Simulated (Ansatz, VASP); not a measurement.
# One calculation of WS2, two programs

The input POSCAR:

```
WS2
1.0
    1.5790003843      0.9116362969      6.1633300000
   -1.5790003843      0.9116362969      6.1633300000
    0.0000000000     -1.8232725938      6.1633300000
W S
1 2
Direct
    0.0052222440      0.0052222440     -0.0156918288
    0.7503000000      0.7503000000      0.7503000000
    0.5810000000      0.5810000000      0.5810000000
```

File INCAR.step1:

```
PREC = Accurate
ENCUT = 520
ISMEAR = 0
SIGMA = 0.05
LREAL = F
LASPH = T
NELM = 60
NBANDS = 20
GGA = PE
ALGO = Normal
EDIFF = 1E-4
LWAVE = T
LCHARG = F
```

Contents of INCAR.step2:

```
PREC = Accurate
ENCUT = 520
EDIFF = 1E-6
ISMEAR = 0
SIGMA = 0.05
LREAL = F
LASPH = T
NELM = 60
ALGO = Normal
ISIF = 2
LWAVE = F
LCHARG = F
METAGGA = R2SCAN
LMIXTAU = T
NBANDS = 20
ISTART = 1
```

KPOINTS

```
regular mesh
0
Gamma
  12 12 12
```

Input for Ansatz:

```yaml
crystal:
  lattice:
    - [1.5790003843, 0.9116362969, 6.16333]
    - [-1.5790003843, 0.9116362969, 6.16333]
    - [0.0, -1.8232725938, 6.16333]
  atoms:
    - { symbol: W, position: [0.005222244, 0.005222244, -0.0156918288] }
    - { symbol: S, position: [0.7503, 0.7503, 0.7503] }
    - { symbol: S, position: [0.581, 0.581, 0.581] }
basis:
  ecutwfc: 500
kpoints:
  mp_grid: { grid: [12, 12, 12] }
hamiltonian:
  xc: r2scan
scf:
  occupations: { method: gaussian, width: 0.05 }
output:
  forces: true
  stress: true
  eigenvalues: true
```

Change from the starting cell: all W atoms moved -0.050 Å, as atom 1 towards its neighbour atom 2 (S) at 2.391 Å.

Alike in both runs: task single point; functional r2SCAN; k mesh 12 × 12 × 12; occupations gaussian, width 0.05 eV; no spin polarisation.

|  | VASP | Ansatz |
| --- | --- | --- |
| version | VASP 6.6.1 | Ansatz 0.2.0 |
| potentials or method | VASP PAW PBE potentials, release 64 (W_sv, S), cutoff 520 eV | scalar-relativistic, plane waves, PAW |
| valence electrons in the cell | 26 | 26 |

|  | VASP | Ansatz | Ansatz less VASP |
| --- | --- | --- | --- |
| gap on the k mesh at the Fermi level (eV) | 1.12 | 1.10 | -0.014 |
| least direct gap on the mesh (eV) | 2.02 | 2.01 | -0.004 |
| pressure (GPa) | 2.9 | 2.7 | -0.20 |
| traceless stress, the component that is largest in VASP (GPa) | 1.16 | 1.12 | -0.036 |
| rms of the force components (eV/Å) | 0.395 | 0.396 | +0.0003 |

VASP's potentials were made for PBE, not for r2SCAN. Atom by atom the forces differ by 0.011 eV/Å (rms over components).

Spin-orbit coupling is off throughout.
